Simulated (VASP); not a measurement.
A run of VASP 6.6.1 is set up as follows.

File INCAR:

```
SYSTEM = Zn3In4O
PREC = Accurate
ENCUT = 600
EDIFF = 1E-6
ISMEAR = 0
SIGMA = 0.1
LREAL = .False.
LASPH = .True.
NELM = 60
ALGO = Normal
ISIF = 3
LWAVE = .False.
LCHARG = .False.
GGA = PE
IBRION = 2
NSW = 100
EDIFFG = -0.01
```

The input KPOINTS:

```
regular mesh
0
Gamma
  6 6 6
  0 0 0
```

The input POSCAR:

```
Zn3In4O
1.0
    4.1710371285      2.4081494089      2.8008214723
   -4.1710371285      2.4081494089      2.8008214723
    0.0000000000     -4.8162988178      2.8008214723
Zn In O
3 4 1
Direct
    0.8481562725      0.2337245524      0.8481562725
    0.8481562725      0.8481562725      0.2337245524
    0.2337245524      0.8481562725      0.8481562725
    0.6175742386      0.6175742386      0.6175742386
    0.3764278559      0.9894867041      0.3764278559
    0.3764278559      0.3764278559      0.9894867041
    0.9894867041      0.3764278559      0.3764278559
    0.8802330581      0.8802330581      0.8802330581
```

Potentials or basis: VASP PAW PBE potentials, release 64 (Zn, In_d, O).

Launch:

```console
$ cat potpaw_PBE.64/Zn/POTCAR potpaw_PBE.64/In_d/POTCAR potpaw_PBE.64/O/POTCAR > POTCAR
$ mpirun -np 1 vasp_std > vasp.out
```

Problem. What does it give for the space group after relaxing (to 0.1 Å)?

Solution. R3m (No. 160).

Problem. Predict the relaxed cell.

Solution. a = 5.575 Å, b = 5.575 Å, c = 5.575 Å, α = 96.54°, β = 96.54°, γ = 96.54°.

Problem. Estimate the relaxed volume.

Solution. 21.20 Å³/atom.

Final structure:
```
CELL_PARAMETERS angstrom
4.16073 2.40220 2.82867
-4.16073 2.40220 2.82867
0.00000 -4.80439 2.82867
ATOMIC_POSITIONS crystal
Zn 0.84385 0.23434 0.84385
Zn 0.84385 0.84385 0.23434
Zn 0.23434 0.84385 0.84385
In 0.61950 0.61950 0.61950
In 0.37558 0.99438 0.37558
In 0.37558 0.37558 0.99438
In 0.99438 0.37558 0.37558
O 0.88310 0.88310 0.88310
```
